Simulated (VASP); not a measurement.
Wanted: the native input for a VASP 6.6.1 run.

```yaml
Task: single point
Functional: LDA
Potentials_or_basis: VASP PAW LDA potentials, release 64 (W_sv, Se)
Cutoff: 520 eV
k_mesh: 9 × 9 × 2
Occupations: gaussian, width 0.02 eV
Spin: no spin polarisation
Dipole_correction: no
Further_INCAR_settings: ALGO = Normal; EDIFF = 1e-06; NBANDS = 35
```

The structure of WSe2 (klda) lies in POSCAR:

```
WSe2
1.0
    3.2499141198      0.0000000000      0.0000000000
   -1.6249570599      2.8145081878      0.0000000000
    0.0000000000      0.0000000000     12.8207500175
W Se
2 4
Direct
    0.6666666667      0.3333333333      0.7500000000
    0.3333333333      0.6666666667      0.2500000000
    0.3333333333      0.6666666667      0.8800018441
    0.6666666667      0.3333333333      0.3800018441
    0.3333333333      0.6666666667      0.6199981559
    0.6666666667      0.3333333333      0.1199981559
```

One way to write it, as run:

INCAR

```
SYSTEM = WSe2
PREC = Accurate ; ENCUT = 520
EDIFF = 1E-6 ; ISMEAR = 0
SIGMA = 0.02 ; LREAL = .False.
LASPH = .True. ; NELM = 80
ALGO = Normal ; ISIF = 2
LWAVE = .False. ; LCHARG = .True.
GGA = CA ; LELF = .True.
LVHAR = .True. ; NBANDS = 35
```

KPOINTS

```
Automatic mesh
0
Gamma
  9 9 2
  0 0 0
```

Potentials or basis: VASP PAW LDA potentials, release 64 (W_sv, Se).

Launch:

```bash
$ cat potpaw_LDA.64/W_sv/POTCAR potpaw_LDA.64/Se/POTCAR > POTCAR
$ mpirun -np 1 vasp_std > vasp.out
```

Results of the run:

```json
{
 "Pressure": "0.8 GPa",
 "Largest force": "0.103 eV/Å",
 "Band gap on the k mesh": "0.98 eV, indirect (least direct gap 1.62 eV)"
}
```

Caveat: spin-orbit coupling is left out, which moves the levels of the heavy elements.

It took 2.1 min on 1 thread of AMD EPYC 7R43 64-Core Processor (Zen 3), on a shared host, peak memory 0.19 GiB.
